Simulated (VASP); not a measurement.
# SiC (P6_3mc) in VASP: single point with r2SCAN

Aim: the single point of SiC with r2SCAN.

Program: VASP 6.6.1. These are calculated values, not measurements. Logs are shortened: lines on timing, memory, paths and dates and some standing lists are left out, and cuts for length are marked.

### 1 The cell of the first run

It takes space group P6_3mc (No. 186, hexagonal). The conventional cell has a = 3.076 Å, b = 3.076 Å, c = 10.071 Å, α = 90.00°, β = 90.00°, γ = 120.00°. Within 2.5 Å of Si (site symmetry 3m) lie 4 C at 1.88 to 1.89 Å. Si (site symmetry 3m) has 4 C at 1.88 to 1.89 Å within 2.5 Å. C (site symmetry 3m) has 4 Si at 1.88 to 1.89 Å within 2.5 Å. Within 2.5 Å of C (site symmetry 3m) lie 4 Si at 1.88 to 1.89 Å.

### 2 Single point, r2SCAN

POSCAR

```
SiC
1.0
    3.0756941497      0.0000000000      0.0000000000
   -1.5378470748      2.6636292679      0.0000000000
    0.0000000000      0.0000000000     10.0706464800
Si C
4 4
Direct
    0.6666666700      0.3333333300      0.9378419800
    0.3333333300      0.6666666700      0.4378419800
    0.0000000000      0.0000000000      0.6878943800
    0.0000000000      0.0000000000      0.1878943800
    0.6666666700      0.3333333300      0.7498025900
    0.3333333300      0.6666666700      0.2498025900
    0.0000000000      0.0000000000      0.5004600500
    0.0000000000      0.0000000000      0.0004600500
```

INCAR.step1

```
SYSTEM = SiC
ALGO = Normal
EDIFF = 1E-4
ENCUT = 520
GGA = PE
ISMEAR = 0
LASPH = .TRUE.
LCHARG = .FALSE.
LREAL = .FALSE.
LWAVE = .TRUE.
NBANDS = 26
NELM = 80
PREC = Accurate
SIGMA = 0.1
```

INCAR.step2

```
SYSTEM = SiC
ALGO = Normal
EDIFF = 1E-7
ENCUT = 520
ISIF = 2
ISMEAR = 0
ISTART = 1
LASPH = .TRUE.
LCHARG = .TRUE.
LELF = .TRUE.
LMIXTAU = .TRUE.
LREAL = .FALSE.
LVHAR = .TRUE.
LWAVE = .FALSE.
METAGGA = R2SCAN
NBANDS = 26
NELM = 80
PREC = Accurate
SIGMA = 0.1
```

KPOINTS

```
k-points
0
G
  6 6 2
  0 0 0
```

Potentials or basis: VASP PAW PBE potentials, release 64 (Si, C).

Started as:

```sh
> cat potpaw_PBE.64/Si/POTCAR potpaw_PBE.64/C/POTCAR > POTCAR
> cp INCAR.step1 INCAR
> mpirun -np 1 vasp_std > vasp.out
> cp INCAR.step2 INCAR
> mpirun -np 1 vasp_std > vasp.out
```

OUTCAR:

```text
SYSTEM = SiC
   EDIFF = 1E-7
   ENCUT = 520
   ISIF = 2
   ISMEAR = 0
   ISTART = 1
   LASPH = .TRUE.
   LREAL = .FALSE.
   METAGGA = R2SCAN
   NELM = 80
   PREC = Accurate

 ion  position               nearest neighbor table
   1  0.667  0.333  0.938-   8 1.88   8 1.88   8 1.88   5 1.89   3 3.08   3 3.08   3 3.08   4 3.08
                             4 3.08   4 3.08
   2  0.333  0.667  0.438-   7 1.88   7 1.88   7 1.88   6 1.89   4 3.08   4 3.08   4 3.08   3 3.08
                             3 3.08   3 3.08
   3  0.000  0.000  0.688-   5 1.88   5 1.88   5 1.88   7 1.89   1 3.08   1 3.08   1 3.08   2 3.08
                             2 3.08   2 3.08
   4  0.000  0.000  0.188-   6 1.88   6 1.88   6 1.88   8 1.89   2 3.08   2 3.08   2 3.08   1 3.08
                             1 3.08   1 3.08
   5  0.667  0.333  0.750-   3 1.88   3 1.88   3 1.88   1 1.89
   6  0.333  0.667  0.250-   4 1.88   4 1.88   4 1.88   2 1.89
   7  0.000  0.000  0.500-   2 1.88   2 1.88   2 1.88   3 1.89
   8  0.000  0.000  0.000-   1 1.88   1 1.88   1 1.88   4 1.89

  LATTYP: Found a hexagonal cell.
 ALAT       =     3.0756941497
 C/A-ratio  =     3.2742678530

  Lattice vectors:

 A1 = (   3.0756941497,   0.0000000000,   0.0000000000)
 A2 = (  -1.5378470748,   2.6636292679,   0.0000000000)
 A3 = (   0.0000000000,   0.0000000000,  10.0706464800)

Analysis of symmetry for initial positions (statically):
=====================================================================
 Subroutine PRICEL returns:
 Original cell was already a primitive cell.

 Routine SETGRP: Setting up the symmetry group for a
 hexagonal supercell.

 Subroutine GETGRP returns: Found 12 space group operations
 (whereof  6 operations were pure point group operations)
 out of a pool of 24 trial point group operations.

The static configuration has the point symmetry C_3v.
 The point group associated with its full space group is C_6v.

Analysis of symmetry for dynamics (positions and initial velocities):
=====================================================================
 Subroutine PRICEL returns:
 Original cell was already a primitive cell.

 Routine SETGRP: Setting up the symmetry group for a
 hexagonal supercell.

 Subroutine GETGRP returns: Found 12 space group operations
 (whereof  6 operations were pure point group operations)
 out of a pool of 24 trial point group operations.

The dynamic configuration has the point symmetry C_3v.
 The point group associated with its full space group is C_6v.

 Subroutine INISYM returns: Found 12 space group operations
 (whereof  6 operations are pure point group operations),
 and found     1 'primitive' translations

----------------------------------------------------------------------------------------

                                     Primitive cell

  volume of cell :      82.5039

  direct lattice vectors                    reciprocal lattice vectors
     3.075694150  0.000000000  0.000000000     0.325129857  0.187713811  0.000000000
    -1.537847075  2.663629268  0.000000000     0.000000000  0.375427621  0.000000000
     0.000000000  0.000000000 10.070646480     0.000000000  0.000000000  0.099298491

  length of vectors
     3.075694150  3.075694150 10.070646480     0.375427621  0.375427621  0.099298491

  position of ions in fractional coordinates (direct lattice)
     0.666666670  0.333333330  0.937841980
     0.333333330  0.666666670  0.437841980
     0.000000000  0.000000000  0.687894380
     0.000000000  0.000000000  0.187894380
     0.666666670  0.333333330  0.749802590
     0.333333330  0.666666670  0.249802590
     0.000000000  0.000000000  0.500460050
     0.000000000  0.000000000  0.000460050

  ion indices of the primitive-cell ions
   primitive index   ion index
                 1           1
                 2           2
                 3           3
                 4           4
                 5           5
                 6           6
                 7           7
                 8           8

----------------------------------------------------------------------------------------

 KPOINTS: k-points

Automatic generation of k-mesh.
 Grid dimensions read from file:
 generate k-points for:    6    6    2

 Generating k-lattice:

  Cartesian coordinates                     Fractional coordinates (reciprocal lattice)
     0.054188310  0.031285635  0.000000000     0.166666667  0.000000000  0.000000000
     0.000000000  0.062571270  0.000000000     0.000000000  0.166666667  0.000000000
     0.000000000  0.000000000  0.049649246     0.000000000  0.000000000  0.500000000

  Length of vectors
     0.062571270  0.062571270  0.049649246

  Shift w.r.t. Gamma in fractional coordinates (k-lattice)
     0.000000000  0.000000000  0.000000000

 Subroutine IBZKPT returns following result:
 ===========================================

 Found     14 irreducible k-points:

 Following reciprocal coordinates:
            Coordinates               Weight
  0.000000  0.000000  0.000000      1.000000
  0.166667 -0.000000  0.000000      6.000000
  0.333333  0.000000  0.000000      6.000000
  0.500000  0.000000  0.000000      3.000000
  0.166667  0.166667  0.000000      6.000000
  0.333333  0.166667  0.000000     12.000000
  0.333333  0.333333  0.000000      2.000000
  0.000000  0.000000  0.500000      1.000000
  0.166667 -0.000000  0.500000      6.000000
  0.333333  0.000000  0.500000      6.000000
  0.500000  0.000000  0.500000      3.000000
  0.166667  0.166667  0.500000      6.000000
  0.333333  0.166667  0.500000     12.000000
  0.333333  0.333333  0.500000      2.000000
   k-points           NKPTS =     14   k-points in BZ     NKDIM =     14   number of bands    NBANDS=     26
   number of dos      NEDOS =    301   number of ions     NIONS =      8
   total plane-waves  NPLWV =  46080
   dimension x,y,z NGX =    24 NGY =   24 NGZ =   80
   dimension x,y,z NGXF=    48 NGYF=   48 NGZF=  160
   ions per type =               4   4
   NGX,Y,Z   is equivalent  to a cutoff of  12.97, 12.97, 13.21 a.u.
   NGXF,Y,Z  is equivalent  to a cutoff of  25.94, 25.94, 26.41 a.u.
 SYSTEM =  SiC
   PREC   = accura    normal or accurate (medium, high low for compatibility)
   ISTART =      1    job   : 0-new  1-cont  2-samecut
   ICHARG =      0    charge: 1-file 2-atom 10-const
   ISPIN  =      1    spin polarized calculation?
   LNONCOLLINEAR =      F non collinear calculations
   LSORBIT =      F    spin-orbit coupling
   LASPH  =      T    aspherical Exc in radial PAW
   ENCUT  =  520.0 eV  38.22 Ry    6.18 a.u.   5.72  5.72 18.72*2*pi/ulx,y,z
   NELM   =     80;   NELMIN=  2; NELMDL=  0     # of ELM steps
   EDIFF  = 0.1E-06   stopping-criterion for ELM
   LREAL  =      F    real-space projection
   EDIFFG = 0.1E-05   stopping-criterion for IOM
   NSW    =      0    number of steps for IOM
   IBRION =     -1    ionic relax: 0-MD 1-quasi-New 2-CG
   NFREE  =      0    steps in history (QN), initial steepest desc. (CG)
   ISIF   =      2    stress and relaxation
   ISYM   =      2    0-nonsym 1-usesym 2-fastsym
   POTIM  = 0.5000    time-step for ionic-motion
   TEBEG  =    0.0;   TEEND  =   0.0 temperature during run
   PSTRESS=    0.0 pullay stress
   NELECT =      32.0000    total number of electrons
   NUPDOWN=      -1.0000    fix difference up-down
   EMIN   =  10.00;   EMAX   =-10.00  energy-range for DOS
   EFERMI =   0.00;   METHOD = LEGACY
   ISMEAR =     0;   SIGMA  =   0.10  broadening in eV -4-tet -1-fermi 0-gaus
   EFERMI_NEDOS =   21; number of points for ismear=-14 and -15
   IALGO  =     38    algorithm
   IMIX   =      4    mixing-type and parameters
     AMIX     =   0.40;   BMIX     =  1.00
     AMIX_MAG =   1.60;   BMIX_MAG =  1.00
  volume/ion in A,a.u.               =      10.31        69.60
  Fermi-wavevector in a.u.,A,eV,Ry     =   1.193897  2.256138 19.393597  1.425389
  Thomas-Fermi vector in A             =   2.329900
   LORBIT       =      0    0 simple, 1 ext, 2 COOP (PROOUT), +10 PAW based schemes
   METAGGA = R2SCAN    functional components
   LHFCALC =     F    Hartree Fock is set to
   AEXX    =    0.0000 exact exchange contribution
   IVDW    =     0    specifies the selected vdW correction
   LEPSILON=     F    determine dielectric tensor
   LRPA    =     F    only Hartree local field effects (RPA)
 non-spin polarized calculation
 Gauss-broadening in eV      SIGMA  =   0.10
  energy-cutoff  :      520.00
  volume of cell :       82.50
 maximum number of plane-waves:      2248
 NGX is ok and might be reduce to    24
   NGX = 11   NGY = 11   NGZ = 37

 number of electron      32.0000000 magnetization

 Free energy of the ion-electron system (eV)
  ---------------------------------------------------
  ext. energy  EPLUGINS =         0.00000000
  ---------------------------------------------------
  free energy    TOTEN  =       -77.28776327 eV

  energy without entropy =      -77.28776327  energy(sigma->0) =      -77.28776327

 E-fermi :   8.5395     XC(G=0): -11.9441

 val. band max:        8.0920294466   @ k =   0.0000   0.0000   0.0000
 cond. band min:      10.7003303765   @ k =   0.5000   0.0000   0.0000
 fundamental gap:      2.6083009299
 Fermi energy:         8.5395357464

 k-point     1 :       0.0000    0.0000    0.0000
  band No.  band energies     occupation
      1      -8.1945      2.00000
      2      -6.9749      2.00000
      3      -6.9364      2.00000
      4      -4.5571      2.00000
      5      -0.8252      2.00000
      6       3.5201      2.00000
[... 18 lines left out ...]
     25      16.0667      0.00000
     26      16.7308      0.00000

 k-point     2 :       0.1667   -0.0000    0.0000
  band No.  band energies     occupation
      1      -7.6968      2.00000
      2      -6.4967      2.00000
      3      -6.4558      2.00000
      4      -4.1497      2.00000
      5      -0.3745      2.00000
      6       3.5241      2.00000
[... 18 lines left out ...]
     25      16.7966      0.00000
[... 318 lines left out ...]
     25      17.5261      0.00000
     26      17.5261      0.00000

 k-point    14 :       0.3333    0.3333    0.5000
  band No.  band energies     occupation
      1      -3.5069      2.00000
      2      -3.5069      2.00000
      3      -3.4349      2.00000
      4      -3.4349      2.00000
      5       0.4756      2.00000
      6       0.4756      2.00000
[... 18 lines left out ...]
     25      19.2344      0.00000
     26      19.2344      0.00000

------------------------ aborting loop because EDIFF is reached ----------------------------------------

  FORCE on cell =-STRESS in cart. coord.  units (eV):
  Direction    XX          YY          ZZ          XY          YZ          ZX
  --------------------------------------------------------------------------------------
  -------------------------------------------------------------------------------------
  Total        0.1464307      0.1464307      0.0722166      0.0000000     -0.0000000      0.0000000
  in kB        2.8435996      2.8435996      1.4024054      0.0000000     -0.0000000      0.0000000
  external PRESSURE =       2.3632015 kB  Pullay stress =       0.0000000 kB

 VOLUME and BASIS-vectors are now :
 -----------------------------------------------------------------------------
  energy-cutoff  :      520.00
  volume of cell :       82.50
      direct lattice vectors                 reciprocal lattice vectors
     3.075694150  0.000000000  0.000000000     0.325129857  0.187713811  0.000000000
    -1.537847075  2.663629268  0.000000000     0.000000000  0.375427621  0.000000000
     0.000000000  0.000000000 10.070646480     0.000000000  0.000000000  0.099298491

 POSITION                                       TOTAL-FORCE (eV/Angst)
 -----------------------------------------------------------------------------------
      1.53785      0.88788      9.44468        -0.000000     -0.000000      0.004916
     -0.00000      1.77575      4.40935         0.000000      0.000000      0.004916
      0.00000      0.00000      6.92754        -0.000000      0.000000      0.002235
      0.00000      0.00000      1.89222         0.000000      0.000000      0.002235
      1.53785      0.88788      7.55100         0.000000     -0.000000     -0.005196
     -0.00000      1.77575      2.51567        -0.000000      0.000000     -0.005196
      0.00000      0.00000      5.03996         0.000000     -0.000000     -0.001955
      0.00000      0.00000      0.00463        -0.000000      0.000000     -0.001955
 -----------------------------------------------------------------------------------
    total drift:                                0.000000      0.000000     -0.000679

  FREE ENERGIE OF THE ION-ELECTRON SYSTEM (eV)
  ---------------------------------------------------
  free  energy   TOTEN  =       -77.2877632746 eV

  energy  without entropy=      -77.2877632745  energy(sigma->0) =      -77.28776327
```

Wall time 71 s (1 thread of Intel Xeon 6975P-C (Granite Rapids), shared host); peak memory 0.2 GiB.

What came out:

| Property | Result |
| --- | --- |
| Free energy | -77.2878 eV |
| Pressure | 0.2 GPa |
| Largest force | 0.005 eV/Å |
| Band gap on the k mesh | 2.61 eV, indirect (least direct gap 3.79 eV) |

Forces on the atoms (eV/Å):
```
Si   0.000  0.000  0.005
Si   0.000  0.000  0.005
Si   0.000  0.000  0.002
Si   0.000  0.000  0.002
C    0.000  0.000 -0.005
C    0.000  0.000 -0.005
C    0.000  0.000 -0.002
C    0.000  0.000 -0.002
```

Levels at points of the mesh, in eV from the valence-band top:
```tsv
k point	band 13	band 14	band 15	band 16	band 17	band 18	band 19	band 20
(0.00, 0.00, 0.00)	-0.61	-0.05	0.00	0.00	5.68	6.27	6.91	6.93
(0.50, 0.00, 0.00)	-2.48	-2.33	-1.65	-1.18	2.61	2.77	4.73	5.28
(0.00, 0.00, 0.50)	-0.22	-0.22	-0.22	-0.22	5.90	5.90	7.39	7.39
(0.50, 0.00, 0.50)	-2.58	-2.58	-1.63	-1.63	3.05	3.05	4.70	4.70
```

Caveat: the PAW data sets were made with another functional, which shifts forces and pressure a little.
